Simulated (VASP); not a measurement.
Sn: single point with PBEsol

Sn, a slab with vacuum:

```xyz
4
Lattice="4.6231 0.0000 0.0000 0.0000 4.6231 0.0000 0.0000 0.0000 20.9035" Properties=species:S:1:pos:R:3 pbc="T T T"
Sn    0.0000    1.1558    7.9875
Sn    2.3115    1.1558    9.6076
Sn    2.3115    3.4673   11.2959
Sn    0.0000    3.4673   12.9160
```

- Program: VASP 6.6.1
- Task: single point
- Functional: PBEsol
- Potentials or basis: VASP PAW PBE potentials, release 64 (Sn_d)
- Cutoff: 520 eV
- k mesh: 7 × 7 × 1
- Occupations: fermi-dirac, width 0.02 eV
- Spin: no spin polarisation
- Dipole correction: yes
- Further INCAR settings: ALGO = Normal; EDIFF = 1e-07; NBANDS = 36

```yaml
Band_gap_on_the_k_mesh: zero (bands 28 and 29 overlap by 0.68 eV)
```

Levels at points of the mesh, in eV from the Fermi level:
```
           k point  band 25  band 26  band 27  band 28  band 29  band 30  band 31  band 32
(0.00, 0.00, 0.00)    -1.37    -1.20    -0.20     0.64     1.04     1.62     1.75     1.78
```

It took 3.5 min on 1 thread of Intel(R) Xeon(R) 6975P-C (Granite Rapids) (shared host), peak memory 0.53 GiB.

Caveat: spin-orbit coupling is left out, which moves the levels of the heavy elements.
